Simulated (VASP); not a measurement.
# GaN (P1) in VASP: notebook

Runs on GaN. Level: PBEsol. Tasks: single point.

All numbers are computed with VASP 6.6.1; they aren't measurements. Logs are shortened: lines on timing, memory, paths and dates and some standing lists are left out, and cuts for length are marked.

## 1. The cell of the first run

The typed cell holds 2 atoms: a = 3.235 Å, b = 3.177 Å, c = 3.201 Å, α = 60.66°, β = 60.00°, γ = 59.61°.

## 2. Single point, PBEsol

INCAR reads:

```
SYSTEM = GaN
ALGO = Normal ; EDIFF = 1E-6
ENCUT = 520 ; GGA = PS
ISIF = 2 ; ISMEAR = 0
LASPH = .True. ; LCHARG = .False.
LREAL = .False. ; LWAVE = .False.
NBANDS = 16 ; NELM = 60
PREC = Accurate ; SIGMA = 0.01
```

KPOINTS reads:

```
k-points
0
Gamma
  6 6 6
  0 0 0
```

POSCAR reads:

```
GaN
1.0
   -0.0100100000      2.2853100000      2.2901200000
    2.2223800000      0.0097100000      2.2704000000
    2.2413900000      2.2845900000     -0.0092900000
Ga N
1 1
Direct
    0.9822717244      0.9616547698      0.0171484085
    0.7524800000      0.7035100000      0.7684800000
```

Potentials or basis: VASP PAW PBE potentials, release 64 (Ga_d, N).

Started as:

```sh
$ cat potpaw_PBE.64/Ga_d/POTCAR potpaw_PBE.64/N/POTCAR > POTCAR
$ mpirun -np 1 vasp_std > vasp.out
```

OUTCAR:

```text
SYSTEM = GaN
   EDIFF = 1E-6
   ENCUT = 520
   GGA = PS
   ISIF = 2
   ISMEAR = 0
   LASPH = .True.
   LREAL = .False.
   NELM = 60
   PREC = Accurate

 ion  position               nearest neighbor table
   1  0.982  0.962  0.017-   2 1.93   2 1.93   2 1.98   2 2.03
   2  0.752  0.704  0.768-   1 1.93   1 1.93   1 1.98   1 2.03

  Warning from LATTYP: Got some problem with cell dimensions!
  Tried to take original basis but could not verify dimensions!
  LATTYP: Found a triclinic cell.
 ALAT       =     3.1770714988
 B/A-ratio  =     1.0183386978
 C/A-ratio  =     1.0137087674
 COS(alpha) =     0.0021255627
 COS(beta)  =     0.4995497850
 COS(gamma) =     0.5058360103

  Lattice vectors:

 A1 = (   2.2223800000,   0.0097100000,   2.2704000000)
 A2 = (  -0.0100100000,   2.2853100000,   2.2901200000)
 A3 = (  -0.0190100000,  -2.2748800000,   2.2796900000)

Analysis of symmetry for initial positions (statically):
=====================================================================
 Subroutine PRICEL returns:
 Original cell was already a primitive cell.

 Routine SETGRP: Setting up the symmetry group for a
 triclinic supercell.

 Subroutine GETGRP returns: Found  1 space group operations
 (whereof  1 operations were pure point group operations)
 out of a pool of  2 trial point group operations.

The static configuration has the point symmetry C_1 .

Analysis of symmetry for dynamics (positions and initial velocities):
=====================================================================
 Subroutine PRICEL returns:
 Original cell was already a primitive cell.

 Routine SETGRP: Setting up the symmetry group for a
 triclinic supercell.

 Subroutine GETGRP returns: Found  1 space group operations
 (whereof  1 operations were pure point group operations)
 out of a pool of  2 trial point group operations.

The dynamic configuration has the point symmetry C_1 .

 Subroutine INISYM returns: Found  1 space group operations
 (whereof  1 operations are pure point group operations),
 and found     1 'primitive' translations

----------------------------------------------------------------------------------------

                                     Primitive cell

  volume of cell :      23.3063

  direct lattice vectors                    reciprocal lattice vectors
    -0.010010000  2.285310000  2.290120000    -0.222558603  0.219232229  0.216913779
     2.222380000  0.009710000  2.270400000     0.225398710 -0.220238878  0.220761511
     2.241390000  2.284590000 -0.009290000     0.221670751  0.219350043 -0.217920425

  length of vectors
     3.235334853  3.177071499  3.200510413     0.380324453  0.384766665  0.380449306

  position of ions in fractional coordinates (direct lattice)
     0.982271724  0.961654770  0.017148408
     0.752480000  0.703510000  0.768480000

  ion indices of the primitive-cell ions
   primitive index   ion index
                 1           1
                 2           2

----------------------------------------------------------------------------------------

 KPOINTS: k-points

Automatic generation of k-mesh.
 Grid dimensions read from file:
 generate k-points for:    6    6    6

 Generating k-lattice:

  Cartesian coordinates                     Fractional coordinates (reciprocal lattice)
    -0.037093101  0.036538705  0.036152297     0.166666667  0.000000000 -0.000000000
     0.037566452 -0.036706480  0.036793585     0.000000000  0.166666667 -0.000000000
     0.036945125  0.036558341 -0.036320071     0.000000000  0.000000000  0.166666667

  Length of vectors
     0.063387409  0.064127778  0.063408218

  Shift w.r.t. Gamma in fractional coordinates (k-lattice)
     0.000000000  0.000000000  0.000000000

 Subroutine IBZKPT returns following result:
 ===========================================

 Found    112 irreducible k-points:

 Following reciprocal coordinates:
            Coordinates               Weight
  0.000000  0.000000  0.000000      1.000000
  0.166667  0.000000 -0.000000      2.000000
  0.333333 -0.000000 -0.000000      2.000000
  0.500000 -0.000000  0.000000      1.000000
  0.000000  0.166667 -0.000000      2.000000
  0.166667  0.166667 -0.000000      2.000000
[... 16 lines left out ...]
  0.333333 -0.000000  0.166667      2.000000
  0.500000 -0.000000  0.166667      2.000000
 [... further k-points ...]
   k-points           NKPTS =    112   k-points in BZ     NKDIM =    112   number of bands    NBANDS=     16
   number of dos      NEDOS =    301   number of ions     NIONS =      2
   total plane-waves  NPLWV =  13824
   dimension x,y,z NGX =    24 NGY =   24 NGZ =   24
   dimension x,y,z NGXF=    48 NGYF=   48 NGZF=   48
   ions per type =               1   1
   NGX,Y,Z   is equivalent  to a cutoff of  12.33, 12.56, 12.47 a.u.
   NGXF,Y,Z  is equivalent  to a cutoff of  24.66, 25.12, 24.93 a.u.
 SYSTEM =  GaN
   PREC   = accura    normal or accurate (medium, high low for compatibility)
   ISTART =      0    job   : 0-new  1-cont  2-samecut
   ICHARG =      2    charge: 1-file 2-atom 10-const
   ISPIN  =      1    spin polarized calculation?
   LNONCOLLINEAR =      F non collinear calculations
   LSORBIT =      F    spin-orbit coupling
   LASPH  =      T    aspherical Exc in radial PAW
   ENCUT  =  520.0 eV  38.22 Ry    6.18 a.u.   6.02  5.91  5.95*2*pi/ulx,y,z
   NELM   =     60;   NELMIN=  2; NELMDL= -5     # of ELM steps
   EDIFF  = 0.1E-05   stopping-criterion for ELM
   LREAL  =      F    real-space projection
   EDIFFG = 0.1E-04   stopping-criterion for IOM
   NSW    =      0    number of steps for IOM
   IBRION =     -1    ionic relax: 0-MD 1-quasi-New 2-CG
   NFREE  =      0    steps in history (QN), initial steepest desc. (CG)
   ISIF   =      2    stress and relaxation
   ISYM   =      2    0-nonsym 1-usesym 2-fastsym
   POTIM  = 0.5000    time-step for ionic-motion
   TEBEG  =    0.0;   TEEND  =   0.0 temperature during run
   PSTRESS=    0.0 pullay stress
   NELECT =      18.0000    total number of electrons
   NUPDOWN=      -1.0000    fix difference up-down
   EMIN   =  10.00;   EMAX   =-10.00  energy-range for DOS
   EFERMI =   0.00;   METHOD = LEGACY
   ISMEAR =     0;   SIGMA  =   0.01  broadening in eV -4-tet -1-fermi 0-gaus
   EFERMI_NEDOS =   21; number of points for ismear=-14 and -15
   IALGO  =     38    algorithm
   IMIX   =      4    mixing-type and parameters
     AMIX     =   0.40;   BMIX     =  1.00
     AMIX_MAG =   1.60;   BMIX_MAG =  1.00
  volume/ion in A,a.u.               =      11.65        78.64
  Fermi-wavevector in a.u.,A,eV,Ry     =   1.502015  2.838398 30.695429  2.256050
  Thomas-Fermi vector in A             =   2.613311
   LORBIT       =      0    0 simple, 1 ext, 2 COOP (PROOUT), +10 PAW based schemes
   GGA     = PS    functional components
   LHFCALC =     F    Hartree Fock is set to
   AEXX    =    0.0000 exact exchange contribution
   IVDW    =     0    specifies the selected vdW correction
   LEPSILON=     F    determine dielectric tensor
   LRPA    =     F    only Hartree local field effects (RPA)
 non-spin polarized calculation
 Gauss-broadening in eV      SIGMA  =   0.01
  energy-cutoff  :      520.00
  volume of cell :       23.31
 maximum number of plane-waves:       637
   NGX = 13   NGY = 11   NGZ = 11

 number of electron      17.9999997 magnetization

 Free energy of the ion-electron system (eV)
  ---------------------------------------------------
  ext. energy  EPLUGINS =         0.00000000
  ---------------------------------------------------
  free energy    TOTEN  =       -13.08239754 eV

  energy without entropy =      -13.08239754  energy(sigma->0) =      -13.08239754

 E-fermi :   5.2066     XC(G=0): -11.8032

 val. band max:        5.0746919994   @ k =   0.0000   0.0000   0.0000
 cond. band min:       6.5221744916   @ k =   0.0000   0.0000   0.0000
 fundamental gap:      1.4474824922
 Fermi energy:         5.2066038593

 k-point     1 :       0.0000    0.0000    0.0000
  band No.  band energies     occupation
      1     -10.8380      2.00000
      2      -8.4576      2.00000
      3      -8.4438      2.00000
      4      -8.4122      2.00000
      5      -8.1355      2.00000
      6      -8.1333      2.00000
[... 8 lines left out ...]
     15      23.1712      0.00000
     16      23.3781      0.00000

 k-point     2 :       0.1667    0.0000   -0.0000
  band No.  band energies     occupation
      1     -10.5723      2.00000
      2      -8.4263      2.00000
      3      -8.4160      2.00000
      4      -8.2803      2.00000
      5      -8.1364      2.00000
      6      -8.1339      2.00000
[... 8 lines left out ...]
     15      21.5883      0.00000
     16      22.0321      0.00000

 k-point     3 :       0.3333   -0.0000   -0.0000
  band No.  band energies     occupation
      1     -10.1331      2.00000
      2      -8.3858      2.00000
      3      -8.3762      2.00000
      4      -8.1219      2.00000
      5      -8.1124      2.00000
      6      -7.6326      2.00000
[... 8 lines left out ...]
     15      22.4326      0.00000
     16      22.6447      0.00000

 k-point     4 :       0.5000   -0.0000    0.0000
  band No.  band energies     occupation
      1      -9.9894      2.00000
      2      -8.3778      2.00000
      3      -8.3667      2.00000
      4      -8.1021      2.00000
      5      -8.0890      2.00000
      6      -6.9111      2.00000
[... 8 lines left out ...]
     15      24.3559      0.00000
     16      24.6232      0.00000
[... 324 lines left out ...]
 k-point    22 :       0.1667   -0.0000    0.1667
  band No.  band energies     occupation
      1     -10.4752      2.00000
      2      -8.3920      2.00000
      3      -8.3644      2.00000
      4      -8.3128      2.00000
      5      -8.1445      2.00000
      6      -8.1148      2.00000
[... 8 lines left out ...]
     15      25.0828      0.00000
     16      25.1283      0.00000

 k-point    23 :       0.3333   -0.0000    0.1667
  band No.  band energies     occupation
      1     -10.1126      2.00000
      2      -8.3501      2.00000
      3      -8.3330      2.00000
      4      -8.2103      2.00000
      5      -8.0985      2.00000
      6      -7.7381      2.00000
[... 8 lines left out ...]
     15      23.9239      0.00000
     16      25.0070      0.00000

 k-point    24 :       0.5000   -0.0000    0.1667
  band No.  band energies     occupation
      1      -9.9271      2.00000
      2      -8.3567      2.00000
      3      -8.3172      2.00000
      4      -8.1573      2.00000
      5      -8.0921      2.00000
      6      -6.8389      2.00000
[... 8 lines left out ...]
     15      23.8312      0.00000
     16      25.1900      0.00000

 [... further k-points ...]
[... 5 lines left out ...]
  --------------------------------------------------------------------------------------
  -------------------------------------------------------------------------------------
  Total       -0.3329884     -0.7092210     -0.7085280      0.0440057     -0.1667909      0.6600877
  in kB      -22.8910570    -48.7549107    -48.7072691      3.0251426    -11.4659240     45.3772714
  external PRESSURE =     -40.1177456 kB  Pullay stress =       0.0000000 kB

 VOLUME and BASIS-vectors are now :
 -----------------------------------------------------------------------------
  energy-cutoff  :      520.00
  volume of cell :       23.31
      direct lattice vectors                 reciprocal lattice vectors
    -0.010010000  2.285310000  2.290120000    -0.222558603  0.219232229  0.216913779
     2.222380000  0.009710000  2.270400000     0.225398710 -0.220238878  0.220761511
     2.241390000  2.284590000 -0.009290000     0.221670751  0.219350043 -0.217920425

 POSITION                                       TOTAL-FORCE (eV/Angst)
 -----------------------------------------------------------------------------------
      2.16577      2.29331      4.43270        -0.134408      0.627327      0.233501
      3.27840      3.48214      3.31338         0.134408     -0.627327     -0.233501
 -----------------------------------------------------------------------------------
    total drift:                               -0.000314      0.000032      0.000519

  FREE ENERGIE OF THE ION-ELECTRON SYSTEM (eV)
  ---------------------------------------------------
  free  energy   TOTEN  =       -13.0823975358 eV

  energy  without entropy=      -13.0823975358  energy(sigma->0) =      -13.08239754
```

It took 16 s on 1 thread of Intel Xeon Platinum 8488C (Sapphire Rapids), shared host; peak memory 0.16 GiB.

Results:

* Free energy: -13.0824 eV
* Pressure: -4.0 GPa
* Largest force: 0.683 eV/Å
* Band gap on the k mesh: 1.45 eV, direct

Forces on the atoms (eV/Å):
```
Ga  -0.134  0.627  0.234
N    0.134 -0.627 -0.234
```

Stress tensor (GPa, compression positive):
```
-2.29  0.30  4.54
 0.30 -4.88 -1.15
 4.54 -1.15 -4.87
```

Caveat: the PAW data sets were made with another functional, which shifts forces and pressure a little.

## 3. Single point, PBEsol

This run uses another cell than the first one, of 11.71 Å³/atom, 1.005 times its volume.

INCAR reads:

```
ALGO = Normal
EDIFF = 1E-6
ENCUT = 520
GGA = PS
ISIF = 2
ISMEAR = 0
LASPH = True
LCHARG = False
LREAL = False
LWAVE = False
NBANDS = 16
NELM = 100
PREC = Accurate
SIGMA = 0.01
```

KPOINTS reads:

```
k-points
0
Gamma
  6 6 6
```

POSCAR reads:

```
GaN
1.0
   -0.0100266556      2.2891125195      2.2939305228
    2.2260778105      0.0097261564      2.2741777108
    2.2451194412      2.2883913215     -0.0093054576
Ga N
1 1
Direct
    0.9866100000      0.9660700000      0.0127900000
    0.7524800000      0.7035100000      0.7684800000
```

Potentials or basis: VASP PAW PBE potentials, release 64 (Ga_d, N).

Started as:

```sh
$ cat potpaw_PBE.64/Ga_d/POTCAR potpaw_PBE.64/N/POTCAR > POTCAR
$ mpirun -np 1 vasp_std > vasp.out
```

Wall time 15 s (1 thread of Intel Xeon Platinum 8488C (Sapphire Rapids), shared host); peak memory 0.16 GiB.

The run converged. Its results:

```
Free energy            : -13.0816 eV
Pressure               : -4.9 GPa
Largest force          : 0.663 eV/Å
Band gap on the k mesh : 1.43 eV, direct
```

Forces in eV/Å, atoms in the order of the input:
```
Ga  -0.192  0.635  0.001
N    0.192 -0.635 -0.001
```

Stress tensor (GPa, compression positive):
```
-3.16 -0.68  4.51
-0.68 -5.75 -1.45
 4.51 -1.45 -5.68
```

Levels at points of the mesh, in eV from the valence-band top:
| k point | band 7 | band 8 | band 9 | band 10 | band 11 | band 12 |
| --- | --- | --- | --- | --- | --- | --- |
| (0.00, 0.00, 0.00) | -0.18 | -0.12 | 0.00 | 1.43 | 9.73 | 9.95 |
| (0.50, 0.00, 0.00) | -6.93 | -1.12 | -0.93 | 4.28 | 8.37 | 9.77 |
| (0.00, 0.50, 0.00) | -7.15 | -1.23 | -0.96 | 4.26 | 8.48 | 9.73 |
| (0.50, 0.50, 0.00) | -6.28 | -2.73 | -2.64 | 3.16 | 6.43 | 11.20 |
| (0.00, 0.00, 0.50) | -7.02 | -1.14 | -0.90 | 4.31 | 8.38 | 9.67 |
| (0.50, 0.00, 0.50) | -6.24 | -2.72 | -2.70 | 3.16 | 6.42 | 11.22 |
| (0.00, 0.50, 0.50) | -6.05 | -2.85 | -2.84 | 3.03 | 6.10 | 11.48 |
| (0.50, 0.50, 0.50) | -7.14 | -1.24 | -0.87 | 4.32 | 8.44 | 9.82 |

Caveat: the PAW data sets were made with another functional, which shifts forces and pressure a little. Expect the measured gap to be larger: semilocal functionals such as PBEsol lack the derivative discontinuity.
